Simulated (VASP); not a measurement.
# MgO (Periclase) (Fm-3m) in VASP: notebook, part 2 of 2

VASP 6.6.1. The steps go on from the part before.

## Step 3: Single point, PBE

This run uses another cell than the first one, of 9.36 Å³/atom, 0.885 times its volume.

Input file INCAR:

```
SYSTEM = MgO
  ALGO = Normal
  EDIFF = 1E-6
  ENCUT = 600
  GGA = PE
  GGA_COMPAT = .False.
  ISIF = 2
  ISMEAR = 0
  LASPH = .True.
  LCHARG = .True.
  LELF = .True.
  LREAL = .False.
  LVHAR = .True.
  LWAVE = .False.
  NBANDS = 11
  NELM = 120
  PREC = Accurate
  SIGMA = 0.01
```

Input file KPOINTS:

```
k-points
0
Gamma
  10 10 10
  0 0 0
```

Input file POSCAR:

```
MgO
1.0
    0.0000000000      2.1076805979      2.1076805979
    2.1076805979      0.0000000000      2.1076805979
    2.1076805979      2.1076805979      0.0000000000
Mg O
1 1
Direct
    0.0000000000      0.0000000000      0.0000000000
    0.5000000000      0.5000000000      0.5000000000
```

Potentials or basis: VASP PAW PBE potentials, release 64 (Mg, O).

Launch:

```bash
> cat potpaw_PBE.64/Mg/POTCAR potpaw_PBE.64/O/POTCAR > POTCAR
> mpirun -np 1 vasp_std > vasp.out
```

OUTCAR:

```text
SYSTEM = MgO
   EDIFF = 1E-6
   ENCUT = 600
   GGA = PE
   ISIF = 2
   ISMEAR = 0
   LASPH = .True.
   LREAL = .False.
   NELM = 120
   PREC = Accurate

 ion  position               nearest neighbor table
   1  0.000  0.000  0.000-   2 2.11   2 2.11   2 2.11   2 2.11   2 2.11   2 2.11
   2  0.500  0.500  0.500-   1 2.11   1 2.11   1 2.11   1 2.11   1 2.11   1 2.11

  LATTYP: Found a face centered cubic cell.
 ALAT       =     4.2153611958

  Lattice vectors:

 A1 = (   0.0000000000,   2.1076805979,   2.1076805979)
 A2 = (   2.1076805979,   0.0000000000,   2.1076805979)
 A3 = (   2.1076805979,   2.1076805979,   0.0000000000)

Analysis of symmetry for initial positions (statically):
=====================================================================
 Subroutine PRICEL returns:
 Original cell was already a primitive cell.

 Routine SETGRP: Setting up the symmetry group for a
 face centered cubic supercell.

 Subroutine GETGRP returns: Found 48 space group operations
 (whereof 48 operations were pure point group operations)
 out of a pool of 48 trial point group operations.

The static configuration has the point symmetry O_h .

Analysis of symmetry for dynamics (positions and initial velocities):
=====================================================================
 Subroutine PRICEL returns:
 Original cell was already a primitive cell.

 Routine SETGRP: Setting up the symmetry group for a
 face centered cubic supercell.

 Subroutine GETGRP returns: Found 48 space group operations
 (whereof 48 operations were pure point group operations)
 out of a pool of 48 trial point group operations.

The dynamic configuration has the point symmetry O_h .

 Subroutine INISYM returns: Found 48 space group operations
 (whereof 48 operations are pure point group operations),
 and found     1 'primitive' translations

----------------------------------------------------------------------------------------

[... 114 lines left out ...]
  Fermi-wavevector in a.u.,A,eV,Ry     =   1.232982  2.329998 20.684180  1.520244
  Thomas-Fermi vector in A             =   2.367730
   LORBIT       =      0    0 simple, 1 ext, 2 COOP (PROOUT), +10 PAW based schemes
   GGA     = PE    functional components
   LHFCALC =     F    Hartree Fock is set to
   AEXX    =    0.0000 exact exchange contribution
   IVDW    =     0    specifies the selected vdW correction
   LEPSILON=     F    determine dielectric tensor
   LRPA    =     F    only Hartree local field effects (RPA)
 non-spin polarized calculation
 Gauss-broadening in eV      SIGMA  =   0.01
  energy-cutoff  :      600.00
  volume of cell :       18.73
 maximum number of plane-waves:       636
   NGX = 11   NGY = 11   NGZ = 11

 number of electron       8.0000005 magnetization

 Free energy of the ion-electron system (eV)
  ---------------------------------------------------
  ext. energy  EPLUGINS =         0.00000000
  ---------------------------------------------------
  free energy    TOTEN  =       -11.91001798 eV

  energy without entropy =      -11.91001798  energy(sigma->0) =      -11.91001798

 E-fermi :   3.3159     XC(G=0): -11.0671

 val. band max:        3.1674058329   @ k =   0.0000   0.0000   0.0000
 cond. band min:       7.8722751194   @ k =   0.0000   0.0000   0.0000
 fundamental gap:      4.7048692865
 Fermi energy:         3.3158936512

 k-point     1 :       0.0000    0.0000    0.0000
  band No.  band energies     occupation
      1     -14.0831      2.00000
      2       3.1674      2.00000
      3       3.1674      2.00000
      4       3.1674      2.00000
      5       7.8723      0.00000
      6      18.9563      0.00000
      7      18.9563      0.00000
      8      18.9563      0.00000
      9      22.8656      0.00000
     10      24.6384      0.00000
     11      24.6384      0.00000
[... 309 lines left out ...]
 k-point    24 :       0.4000    0.3000    0.0000
  band No.  band energies     occupation
      1     -12.8512      2.00000
      2      -0.3997      2.00000
      3       1.8682      2.00000
      4       2.0862      2.00000
      5      12.7186      0.00000
      6      13.3407      0.00000
      7      16.7457      0.00000
      8      21.3158      0.00000
      9      21.5216      0.00000
     10      28.0274      0.00000
     11      30.0981      0.00000

 [... further k-points ...]
[... 5 lines left out ...]
  --------------------------------------------------------------------------------------
  -------------------------------------------------------------------------------------
  Total        0.3859297      0.3859297      0.3859297      0.0000000     -0.0000000      0.0000000
  in kB       33.0197943     33.0197943     33.0197943      0.0000000     -0.0000000      0.0000000
  external PRESSURE =      33.0197943 kB  Pullay stress =       0.0000000 kB

 VOLUME and BASIS-vectors are now :
 -----------------------------------------------------------------------------
  energy-cutoff  :      600.00
  volume of cell :       18.73
      direct lattice vectors                 reciprocal lattice vectors
     0.000000000  2.107680598  2.107680598    -0.237227595  0.237227595  0.237227595
     2.107680598  0.000000000  2.107680598     0.237227595 -0.237227595  0.237227595
     2.107680598  2.107680598  0.000000000     0.237227595  0.237227595 -0.237227595

 POSITION                                       TOTAL-FORCE (eV/Angst)
 -----------------------------------------------------------------------------------
      0.00000      0.00000      0.00000         0.000000      0.000000      0.000000
      2.10768      2.10768      2.10768        -0.000000     -0.000000      0.000000
 -----------------------------------------------------------------------------------
    total drift:                               -0.000000     -0.000000      0.000000

  FREE ENERGIE OF THE ION-ELECTRON SYSTEM (eV)
  ---------------------------------------------------
  free  energy   TOTEN  =       -11.9100179811 eV

  energy  without entropy=      -11.9100179811  energy(sigma->0) =      -11.91001798
```

OSZICAR:

```text
N       E                     dE             d eps       ncg     rms          rms(c)
DAV:   1     0.168722683459E+02    0.16872E+02   -0.49525E+03  1154   0.735E+02
DAV:   2    -0.128225470157E+02   -0.29695E+02   -0.29145E+02  1204   0.144E+02
DAV:   3    -0.134662444171E+02   -0.64370E+00   -0.64323E+00  1241   0.191E+01
DAV:   4    -0.134679502078E+02   -0.17058E-02   -0.17058E-02  1115   0.109E+00
DAV:   5    -0.134679558702E+02   -0.56624E-05   -0.56624E-05  1211   0.623E-02    0.721E+00
DAV:   6    -0.119275994782E+02    0.15404E+01   -0.87701E+00  1073   0.163E+01    0.223E+00
DAV:   7    -0.119158355698E+02    0.11764E-01   -0.56939E-02  1124   0.215E+00    0.135E+00
DAV:   8    -0.119104306683E+02    0.54049E-02   -0.28560E-02  1088   0.191E+00    0.243E-01
DAV:   9    -0.119100383466E+02    0.39232E-03   -0.58086E-04  1169   0.170E-01    0.138E-01
DAV:  10    -0.119100160116E+02    0.22335E-04   -0.54178E-04  1142   0.175E-01    0.901E-03
DAV:  11    -0.119100180903E+02   -0.20787E-05   -0.28076E-06  1196   0.143E-02    0.579E-03
DAV:  12    -0.119100179811E+02    0.10919E-06   -0.67187E-07   637   0.645E-03
   1 F= -.11910018E+02 E0= -.11910018E+02  d E =-.296680-100
```

stdout:

```text
POSCAR found type information on POSCAR MgO
 POSCAR found :  2 types and       2 ions
 scaLAPACK will be used
 LDA part: xc-table for (Slater+PW92), standard interpolation
 POSCAR, INCAR and KPOINTS ok, starting setup
 FFT: planning ... GRIDC
 FFT: planning ... GRID_SOFT
 FFT: planning ... GRID
 WAVECAR not read
 entering main loop
```

Wall time 7.9 s (1 thread of Intel Xeon 6975P-C, shared host); peak memory 0.14 GiB.

Results:

* Free energy: -11.9100 eV
* Pressure: 3.3 GPa
* Band gap on the k mesh: 4.70 eV, direct

Levels at points of the mesh, in eV from the valence-band top:
```tsv
k point	band 1	band 2	band 3	band 4	band 5	band 6	band 7	band 8
(0.00, 0.00, 0.00)	-17.25	0.00	0.00	0.00	4.70	15.79	15.79	15.79
(0.50, 0.00, 0.00)	-15.97	-4.61	-0.65	-0.65	7.88	12.58	16.29	16.29
(0.50, 0.50, 0.00)	-15.72	-4.07	-1.34	-1.34	9.12	9.95	13.07	18.94
```

## Step 4: Single point, PBE

This run uses another cell than the first one, of 9.36 Å³/atom, 0.885 times its volume.

Input file INCAR:

```
PREC = Accurate
ENCUT = 600
EDIFF = 1E-6
ISMEAR = 0
SIGMA = 0.02
LREAL = False
LASPH = True
NELM = 120
ALGO = Normal
ISIF = 2
LWAVE = False
LCHARG = False
GGA = PE
NBANDS = 11
GGA_COMPAT = False
```

Input file KPOINTS:

```
regular mesh
0
Gamma
  10 10 10
```

POSCAR is that of step 3.

Launch:

```bash
> cat potpaw_PBE.64/Mg/POTCAR potpaw_PBE.64/O/POTCAR > POTCAR
> mpirun -np 1 vasp_std > vasp.out
```

Wall time 6.3 s (1 thread of Intel Xeon 6975P-C, shared host); peak memory 0.14 GiB.

It converged, with:

```yaml
Free_energy: -11.9100 eV
Pressure: 3.3 GPa
Band_gap_on_the_k_mesh: 4.70 eV, direct
```

Levels at points of the mesh, in eV from the valence-band top:
```tsv
k point	band 2	band 3	band 4	band 5	band 6	band 7
(0.00, 0.00, 0.00)	0.00	0.00	0.00	4.70	15.79	15.79
(0.50, 0.00, 0.00)	-4.61	-0.65	-0.65	7.88	12.58	16.29
(0.50, 0.50, 0.00)	-4.07	-1.34	-1.34	9.12	9.95	13.07
```

## Step 5: Single point, PBE

This run uses another cell than the first one, of 9.57 Å³/atom, 0.904 times its volume.

Input file INCAR:

```
PREC     = Accurate       # precision mode
ENCUT    = 600            # plane-wave cutoff, eV
EDIFF    = 1E-6           # SCF threshold, eV
ISMEAR   = 0              # smearing method
SIGMA    = 0.1            # smearing width, eV
LREAL    = False          # projectors in reciprocal space
LASPH    = True           # aspherical terms in the spheres
NELM     = 120            # most SCF steps
ALGO     = Normal         # electronic algorithm
ISIF     = 2              # what is computed and relaxed
LWAVE    = False          # write WAVECAR
LCHARG   = False          # write CHGCAR
GGA      = PE             # functional
NBANDS   = 11             # bands
GGA_COMPAT= False
```

Input file KPOINTS:

```
Automatic mesh
0
Gamma
  8 8 8
```

Input file POSCAR:

```
MgO
1.0
    0.0000000000      2.1229940903      2.1229940903
    2.1229940903      0.0000000000      2.1229940903
    2.1229940903      2.1229940903      0.0000000000
Mg O
1 1
Direct
    0.0000000000      0.0000000000      0.0000000000
    0.5000000000      0.5000000000      0.5000000000
```

Launch:

```bash
> cat potpaw_PBE.64/Mg/POTCAR potpaw_PBE.64/O/POTCAR > POTCAR
> mpirun -np 1 vasp_std > vasp.out
```

Run time: 7.5 s. Hardware: 1 thread of Intel Xeon 8259CL, shared host; peak memory 0.14 GiB.

The run converged. Its results:

- Free energy: -11.9149 eV
- Pressure: -0.2 GPa
- Band gap on the k mesh: 4.50 eV, direct

Levels at points of the mesh, in eV from the valence-band top:
```tsv
k point	band 2	band 3	band 4	band 5	band 6	band 7
(0.00, 0.00, 0.00)	0.00	0.00	0.00	4.50	15.67	15.67
(0.50, 0.00, 0.00)	-4.51	-0.63	-0.63	7.75	12.33	16.07
(0.50, 0.50, 0.00)	-3.99	-1.31	-1.31	9.09	9.71	12.84
```

## Step 6: Summary

```tsv
cell	k mesh	cutoff (eV)	smearing	gap on the mesh (eV)	pressure (GPa)
a = 3.105 Å, angles 60.0°, 2 atoms	10 × 10 × 10	520	gaussian 0.02 eV	3.60	-12.4
a = 2.981 Å, angles 60.0°, 2 atoms	10 × 10 × 10	600	gaussian 0.01 eV	4.70	3.3
a = 2.981 Å, angles 60.0°, 2 atoms	10 × 10 × 10	600	gaussian 0.02 eV	4.70	3.3
a = 3.002 Å, angles 60.0°, 2 atoms	8 × 8 × 8	600	gaussian 0.1 eV	4.50	-0.2
```

Alike in all rows: task single point; level PBE; potentials or basis VASP PAW PBE potentials, release 64 (Mg, O); no spin polarisation.

Total energies depend on the potentials used, so only differences within one code and one set of settings carry meaning.
